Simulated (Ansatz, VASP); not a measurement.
**One calculation of Ni, two programs**

```
Ni
1.0
     0.00000    1.75521    1.70282
     1.75521    0.00000    1.70282
     1.75521    1.75521    0.00000
Ni
1
Direct
  0.00000 0.00000 0.00000
```

Change from the starting cell: strain_z_fixed_volume = -0.02.

Alike in both runs: task single point; functional PBEsol; k mesh 13 × 13 × 13; occupations fermi-dirac, width 0.05 eV; collinear spin.

```csv
,VASP,Ansatz
version,VASP 6.6.1,Ansatz 0.2.0
potentials or method,"VASP PAW PBE potentials, release 64 (Ni), cutoff 520 eV","all-electron LAPW, scalar-relativistic"
```

Ansatz gave:

```
gap on the k mesh at the Fermi level (eV)                     : none
pressure (GPa)                                                : -2.3
traceless stress, the component that is largest in VASP (GPa) : 2.37
net moment per atom (μB)                                      : 0.63
size of the moment on the site where the two differ most (μB) : 0.65
```

Task: Which values does VASP return?

Result: gap on the k mesh at the Fermi level (eV): none; pressure (GPa): -2.4; traceless stress, the component that is largest in VASP (GPa): 2.31; net moment per atom (μB): 0.62; size of the moment on the site where the two differ most (μB): 0.63.

VASP's potentials were made for PBE, not for PBEsol. Site moments also hang on the region over which each program counts them. A gap of «none» marks a metal or a gap that the smearing closes. Ansatz ran all-electron here, and VASP with PAW potentials.
